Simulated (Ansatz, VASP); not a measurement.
One calculation of HfS4, two programs

File INCAR:

```
  ALGO = Normal
  EDIFF = 1E-6
  ENCUT = 520
  GGA = PE
  ISIF = 2
  ISMEAR = 0
  LASPH = True
  LCHARG = False
  LREAL = False
  LWAVE = False
  NBANDS = 25
  NELM = 60
  PREC = Accurate
  SIGMA = 0.1
```

KPOINTS

```
k-points
0
Gamma
  4 4 4
```

POSCAR

```
HfS4
1.0
    3.0423332500     -4.1858035100      0.0000000000
    3.0423332500      4.1858035100      0.0000000000
    0.0000000000      0.0000000000      4.3405095200
Hf S
1 4
Direct
    0.5000000000      0.5000000000      0.0000000000
    0.1361263900      0.4010744000      0.0000000000
    0.8638736100      0.5989256000      0.0000000000
    0.5989256000      0.8638736100      0.0000000000
    0.4010744000      0.1361263900      0.0000000000
```

Input for Ansatz:

```yaml
crystal:
  lattice:
    - [3.04233325, -4.18580351, 0.0]
    - [3.04233325, 4.18580351, 0.0]
    - [0.0, 0.0, 4.34050952]
  atoms:
    - { symbol: Hf, position: [0.5, 0.5, 0.0] }
    - { symbol: S, position: [0.13612639, 0.4010744, 0.0] }
    - { symbol: S, position: [0.86387361, 0.5989256, 0.0] }
    - { symbol: S, position: [0.5989256, 0.86387361, 0.0] }
    - { symbol: S, position: [0.4010744, 0.13612639, 0.0] }
basis:
  ecutwfc: 420
kpoints:
  mp_grid: { grid: [4, 4, 4] }
hamiltonian:
  xc: pbe
scf:
  occupations: { method: gaussian, width: 0.1 }
  lower_state_search: "off"
output:
  forces: true
  stress: true
  eigenvalues: true
```

Alike in both runs: task single point; functional PBE; k mesh 4 × 4 × 4; occupations gaussian, width 0.1 eV; no spin polarisation.

|  | VASP | Ansatz |
| --- | --- | --- |
| version | VASP 6.6.1 | Ansatz 0.2.0 |
| potentials or method | VASP PAW PBE potentials, release 64 (Hf_pv, S), cutoff 520 eV | scalar-relativistic, plane waves, PAW |
| valence electrons in the cell | 34 | 50 |

Ansatz gave:

| Quantity | Value |
| --- | --- |
| gap on the k mesh at the Fermi level (eV) | none |
| rms of the force components (eV/Å) | 11.483 |

Estimate VASP's values.

gap on the k mesh at the Fermi level (eV): none; rms of the force components (eV/Å): 11.800.

Atom by atom the forces differ by 0.317 eV/Å (rms over components). A gap of «none» marks a metal or a gap that the smearing closes. VASP's potentials hold 34 valence electrons a cell and Ansatz's 50, so a difference there can come from the potentials and not from the codes.

The k mesh is coarse, so the values compare programs but aren't converged. Neither program's run includes spin-orbit coupling.
